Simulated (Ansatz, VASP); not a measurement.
## Nb5O in VASP and in Ansatz

```xyz
6
Lattice="4.7177 0.0000 0.0000 -2.3589 4.0856 0.0000 0.0000 0.0000 5.2600" Properties=species:S:1:pos:R:3 pbc="T T T"
Nb    0.0000    2.7238    1.3558
Nb    0.0000    2.7238    3.9042
Nb    2.3589    1.3619    3.9042
Nb    2.3589    1.3619    1.3558
Nb    0.0000    0.0000    2.6300
O     0.0000    0.0000    0.0000
```

Alike in both runs: functional PBE; k mesh 3 × 3 × 4; occupations gaussian, width 0.1 eV; collinear spin.

Ansatz relaxed the structure, and its values are those at the end. VASP's run is a single point on that final structure, the one shown.

|  | VASP | Ansatz |
| --- | --- | --- |
| version | VASP 6.6.1 | Ansatz 0.2.0 |
| potentials or method | VASP PAW PBE potentials, release 64 (Nb_sv, O), cutoff 520 eV | scalar-relativistic, plane waves, PAW |
| valence electrons in the cell | 71 | 71 |

|  | VASP | Ansatz | Ansatz less VASP |
| --- | --- | --- | --- |
| gap on the k mesh at the Fermi level (eV) | none | none | - |
| pressure (GPa) | -0.4 | -0.2 | +0.23 |
| net moment per atom (μB) | 0.00 | 0.00 | 0.000 |

A gap of «none» marks a metal or a gap that the smearing closes. The functional is the same, so the differences come from potentials, cutoffs and numerics. Ansatz's warnings: no starting moments.

The k mesh is coarse, so the values compare programs but aren't converged.
